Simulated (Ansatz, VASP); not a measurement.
## One calculation of NaI, two programs

```
Na I
1.0
    -0.01566    3.12326    3.12326
     3.12326   -0.01566    3.12326
     3.12326    3.12326   -0.01566
Na I
1 1
Direct
  0.00000 0.00000 0.00000
  0.50000 0.50000 0.50000
```

Change from the starting cell: equal xy, yz and zx engineering shears of -0.5 %.

Alike in both runs: functional LDA; k mesh 6 × 6 × 6; non-collinear spin, spin-orbit coupling.

Ansatz relaxed the structure, and its values are those at the end. VASP's run is a single point on that final structure, the one shown.

```csv
,VASP,Ansatz
version,VASP 6.6.1,Ansatz 0.2.0
potentials or method,"VASP PAW LDA potentials, release 64 (Na_pv, I), cutoff 520 eV",all-electron LAPW
occupations,"gaussian, width 0.01 eV",fixed
```

```tsv
	VASP	Ansatz	Ansatz less VASP
pressure (GPa)	0.1	0.0	-0.06
net moment per atom (μB)	0.00	0.00	0.000
```

LDA's correlation is that of Perdew and Zunger in VASP and of Perdew and Wang (1992) in Ansatz. Ansatz ran all-electron here, and VASP with PAW potentials.
